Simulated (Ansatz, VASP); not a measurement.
This is a calculation of Sn for Ansatz 0.2.0.

Contents of input.yaml:

```yaml
crystal:
  lattice:
    - [-2.029189411, 2.029189411, 1.6607599896]
    - [2.029189411, -2.029189411, 1.6607599896]
    - [2.029189411, 2.029189411, -1.6607599896]
  atoms:
    - { symbol: Sn, position: [0.0, 0.0, 0.0] }
hamiltonian:
  xc: pbe
  pseudopotentials: { kind: paw }
  dispersion: d4
kpoints:
  mp_grid: { grid: [10, 10, 10] }
scf:
  occupations: { method: fermi_dirac, width: 0.05 }
output:
  forces: true
  stress: true
  eigenvalues: true
relax:
  f_tol: 0.01
  max_steps: 40
  cell: { stress_tol: 0.05 }
```

Potentials or basis: Ansatz PAW.

Run with:

```sh
$ ansatz run input.yaml --threads 2 --pin off --max-ram 5632MiB --backend cpu --events-out ev --progress --plain --runs-dir out
```

Problem. Set up the same calculation for VASP 6.6.1. Potentials there: VASP PAW PBE potentials, release 64 (Sn_d).

Solution. As run (the cutoff follows the program's own potentials):

INCAR

```
SYSTEM = Sn
PREC = Accurate
ENCUT = 600
EDIFF = 1E-6
ISMEAR = -1
SIGMA = 0.05
LREAL = .FALSE.
LASPH = .TRUE.
NELM = 100
ALGO = Normal
ISIF = 3
LWAVE = .FALSE.
LCHARG = .FALSE.
GGA = PE
IVDW = 13
IBRION = 2
NSW = 60
EDIFFG = -0.01
```

Contents of KPOINTS:

```
regular mesh
0
G
  10 10 10
  0 0 0
```

POSCAR

```
Sn
1.0
   -2.0291894110      2.0291894110      1.6607599896
    2.0291894110     -2.0291894110      1.6607599896
    2.0291894110      2.0291894110     -1.6607599896
Sn
1
Direct
    0.0000000000      0.0000000000      0.0000000000
```

Potentials or basis: VASP PAW PBE potentials, release 64 (Sn_d).

Launch:

```console
$ cat potpaw_PBE.64/Sn_d/POTCAR > POTCAR
$ mpirun -np 1 vasp_std > vasp.out
```

Both were run:

|  | VASP | Ansatz | Ansatz less VASP |
| --- | --- | --- | --- |
| gap on the k mesh at the Fermi level, each at its own relaxed structure (eV) | none | none | - |
| relaxed volume (Å³/atom) | 26.50 | 26.50 | -0.007 |
| relaxed cell length with the largest relative difference (Å) | 3.276 | 3.276 | -0.0003 |

A gap of «none» marks a metal or a gap that the smearing closes.

Noted on Ansatz's run: the plane-wave basis is chosen anew once the cell has moved, so the energies of steps on either side of that aren't comparable.
